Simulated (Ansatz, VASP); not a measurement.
## One calculation of SiC, two programs

```xyz
12
Lattice="3.0742 0.0000 0.0000 -1.5371 2.6624 0.0000 0.0000 0.0000 15.0682" Properties=species:S:1:pos:R:3 pbc="T T T"
Si    1.5371    0.8875    6.9057
Si    0.0000    1.7749   14.4398
Si    1.5371    0.8875   11.9295
Si    0.0000    1.7749    4.3954
Si    0.0000    0.0000    9.4176
Si    0.0000    0.0000    1.8835
C     1.5371    0.8875    5.0222
C     0.0000    1.7749   12.5563
C     1.5371    0.8875   10.0460
C     0.0000    1.7749    2.5119
C     0.0000    0.0000    7.5341
C     0.0000    0.0000    0.0000
```

Alike in both runs: task single point; functional b88 exchange, pbe correlation; k mesh 10 × 10 × 2; occupations fermi-dirac, width 0.05 eV; no spin polarisation.

|  | VASP | Ansatz |
| --- | --- | --- |
| version | VASP 6.6.1 | Ansatz 0.2.0 |
| potentials or method | VASP PAW PBE potentials, release 64 (Si, C) | Ansatz PAW |
| plane-wave cutoff (eV) | 600 | 420 |
| valence electrons in the cell | 48 | 48 |

|  | VASP | Ansatz | Ansatz less VASP |
| --- | --- | --- | --- |
| gap on the k mesh at the Fermi level (eV) | 2.02 | 2.03 | +0.005 |
| least direct gap on the mesh (eV) | 3.12 | 3.13 | +0.007 |
| pressure (GPa) | 4.7 | 4.9 | +0.22 |
| traceless stress, the component that is largest in VASP (GPa) | 0.53 | 0.53 | -0.004 |
| rms of the force components (eV/Å) | 0.040 | 0.040 | 0.0000 |

VASP's potentials were made for PBE, not for b88 exchange, pbe correlation. Atom by atom the forces differ by 0.000 eV/Å (rms over components). The functional is the same, so the differences come from potentials, cutoffs and numerics.
